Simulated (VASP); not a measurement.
Wanted: the native input for a VASP 6.6.1 run.

```yaml
Task: single point
Functional: LDA
Potentials_or_basis: VASP PAW LDA potentials, release 64 (Pt)
Cutoff: 520 eV
k_mesh: 22 × 22 × 22
Occupations: gaussian, width 0.15 eV
Spin: no spin polarisation
Dipole_correction: no
Further_INCAR_settings: ALGO = Fast; EDIFF = 1e-07; NBANDS = 11
```

The structure of Pt lies in POSCAR:

```
Pt
1.0
    0.0000000000      1.8971510345      2.2139752573
    1.8971510345      0.0000000000      2.2139752573
    1.8971510345      1.8971510345      0.0000000000
Pt
1
Direct
    0.0000000000      0.0000000000      0.0000000000
```

This cell differs from its parent crystal: volume 15.937 Å^3 an atom, c/a of the conventional cell 1.1670.

The input as run:

INCAR

```
PREC     = Accurate       # precision mode
ENCUT    = 520            # plane-wave cutoff, eV
EDIFF    = 1E-7           # SCF threshold, eV
ISMEAR   = 0              # smearing method
SIGMA    = 0.15           # smearing width, eV
LREAL    = False          # projectors in reciprocal space
LASPH    = True           # aspherical terms in the spheres
NELM     = 100            # most SCF steps
ALGO     = Fast           # electronic algorithm
ISIF     = 2              # what is computed and relaxed
LWAVE    = False          # write WAVECAR
LCHARG   = False          # write CHGCAR
NBANDS   = 11             # bands
```

KPOINTS

```
Automatic mesh
0
Gamma
  22 22 22
```

Potentials or basis: VASP PAW LDA potentials, release 64 (Pt).

The run is started by

```bash
$ cat potpaw_LDA.64/Pt/POTCAR > POTCAR
$ mpirun -np 1 vasp_std > vasp.out
```

It gave:

* Pressure: -15.5 GPa
* Band gap on the k mesh: zero (band 5 reaches 11.35 eV, above the bottom of band 6 at 8.61 eV)

Caveat: spin-orbit coupling is left out, which moves the levels of the heavy elements.

Run time: 6 min on 1 thread of AMD EPYC 7R13 (shared host), peak memory 0.22 GiB.
